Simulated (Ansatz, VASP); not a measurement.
One calculation of NaMg6Sb, two programs

The input INCAR:

```
PREC = Accurate ; ENCUT = 520
EDIFF = 1E-6 ; ISMEAR = -1
SIGMA = 0.05 ; LREAL = False
LASPH = True ; NELM = 60
ALGO = Fast ; ISIF = 2
LWAVE = False ; LCHARG = False
GGA = PE ; NBANDS = 22
```

File KPOINTS:

```
regular mesh
0
Gamma
  5 5 5
```

POSCAR

```
NaMg6Sb
1.0
    5.2725770000      0.0000000000      0.0000000000
    0.0000000000      3.1768340000      5.7177785000
    0.0000000000     -3.1768340000      5.7177785000
Sb Mg Na
1 6 1
Direct
   -0.0043870000      0.6673010000      0.6651770000
    0.5061530000      0.8439550000      0.8339870000
    0.5014720000      0.3366790000      0.3325000000
    0.5029060000      0.3304700000      0.8327020000
    0.4926520000      0.8347230000      0.3292720000
   -0.0011050000      0.1634560000      0.6671200000
    0.0035160000      0.6599040000      0.1752010000
   -0.0014610000      0.1692290000      0.1679060000
```

Contents of input.yaml:

```yaml
crystal:
  lattice:
    - [5.272577, 0.0, 0.0]
    - [0.0, 3.176834, 5.7177785]
    - [0.0, -3.176834, 5.7177785]
  atoms:
    - { symbol: Sb, position: [-0.004387, 0.667301, 0.665177] }
    - { symbol: Mg, position: [0.506153, 0.843955, 0.833987] }
    - { symbol: Mg, position: [0.501472, 0.336679, 0.3325] }
    - { symbol: Mg, position: [0.502906, 0.33047, 0.832702] }
    - { symbol: Mg, position: [0.492652, 0.834723, 0.329272] }
    - { symbol: Mg, position: [-0.001105, 0.163456, 0.66712] }
    - { symbol: Mg, position: [0.003516, 0.659904, 0.175201] }
    - { symbol: Na, position: [-0.001461, 0.169229, 0.167906] }
hamiltonian:
  xc: pbe
  pseudopotentials: { kind: paw }
kpoints:
  mp_grid: { grid: [5, 5, 5] }
scf:
  occupations: { method: fermi_dirac, width: 0.05 }
output:
  forces: true
  stress: true
  eigenvalues: true
```

Change from the starting cell: atoms moved at random, drawn with an rms of 0.05 Å.

Alike in both runs: task single point; functional PBE; k mesh 5 × 5 × 5; occupations fermi-dirac, width 0.05 eV; no spin polarisation.

```csv
,VASP,Ansatz
version,VASP 6.6.1,Ansatz 0.2.0
potentials or method,"VASP PAW PBE potentials, release 64 (Sb, Mg, Na_pv)",Ansatz PAW
plane-wave cutoff (eV),520,420
valence electrons in the cell,24,84
```

Ansatz gave:

```
gap on the k mesh at the Fermi level (eV)                     : none
pressure (GPa)                                                : -0.1
traceless stress, the component that is largest in VASP (GPa) : -1.30
rms of the force components (eV/Å)                            : 0.053
```

**Question.** Estimate VASP's values.

**Answer.** gap on the k mesh at the Fermi level (eV): none; pressure (GPa): -0.2; traceless stress, the component that is largest in VASP (GPa): -1.31; rms of the force components (eV/Å): 0.054.

Atom by atom the forces differ by 0.001 eV/Å (rms over components). A gap of «none» marks a metal or a gap that the smearing closes. With one functional, cell and mesh, what is left measures potentials, basis and numerics. VASP's potentials hold 24 valence electrons a cell and Ansatz's 84, so a difference there can come from the potentials and not from the codes.

Spin-orbit coupling is off throughout.
